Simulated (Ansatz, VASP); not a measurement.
# TaN: VASP beside Ansatz

Contents of INCAR:

```
ALGO = Normal
EDIFF = 1E-6
ENCUT = 520
GGA = PS
ISIF = 2
ISMEAR = 0
LASPH = True
LCHARG = False
LREAL = False
LWAVE = False
NBANDS = 24
NELM = 60
PREC = Accurate
SIGMA = 0.15
```

KPOINTS

```
k-points
0
Gamma
  18 18 8
```

File POSCAR:

```
TaN
1.0
    3.3751591897      0.0000000000      0.0000000000
   -1.6875795949      2.9229736001      0.0000000000
    0.0000000000      0.0000000000      5.7991985198
Ta N
2 2
Direct
    0.3333333333      0.6666666667      0.0301041378
    0.6666666667      0.3333333333      0.5301041378
    0.3333333333      0.6666666667      0.3548958622
    0.6666666667      0.3333333333      0.8548958622
```

Input for Ansatz:

```yaml
crystal:
  lattice:
    - [3.3751591897, 0.0, 0.0]
    - [-1.6875795949, 2.9229736001, 0.0]
    - [0.0, 0.0, 5.7991985198]
  atoms:
    - { symbol: Ta, position: [0.3333333333, 0.6666666667, 0.0301041378] }
    - { symbol: Ta, position: [0.6666666667, 0.3333333333, 0.5301041378] }
    - { symbol: "N", position: [0.3333333333, 0.6666666667, 0.3548958622] }
    - { symbol: "N", position: [0.6666666667, 0.3333333333, 0.8548958622] }
basis:
  ecutwfc: 520.0
kpoints:
  mp_grid: { grid: [18, 18, 8] }
hamiltonian:
  xc: pbesol
  pseudopotentials: { kind: paw, azcp: { folder: soft_1 } }
scf:
  occupations: { method: gaussian, width: 0.15 }
output:
  forces: true
  stress: true
  eigenvalues: true
```

Alike in both runs: task single point; functional PBEsol; k mesh 18 × 18 × 8; occupations gaussian, width 0.15 eV; no spin polarisation.

```csv
,VASP,Ansatz
version,VASP 6.6.1,Ansatz 0.2.0
potentials or method,"VASP PAW PBE potentials, release 64 (Ta_pv, N), cutoff 520 eV","scalar-relativistic, plane waves, PAW"
valence electrons in the cell,32,36
```

|  | VASP | Ansatz | Ansatz less VASP |
| --- | --- | --- | --- |
| gap on the k mesh at the Fermi level (eV) | none | none | - |
| pressure (GPa) | -14.8 | -15.4 | -0.68 |
| traceless stress, the component that is largest in VASP (GPa) | 22.90 | 22.14 | -0.759 |
| rms of the force components (eV/Å) | 1.294 | 1.238 | -0.0560 |

VASP's potentials were made for PBE, not for PBEsol, and Ansatz warns of the same on its side. Atom by atom the forces differ by 0.056 eV/Å (rms over components). A gap of «none» marks a metal or a gap that the smearing closes. VASP's potentials hold 32 valence electrons a cell and Ansatz's 36, so a difference there can come from the potentials and not from the codes.

Spin-orbit coupling is off throughout.
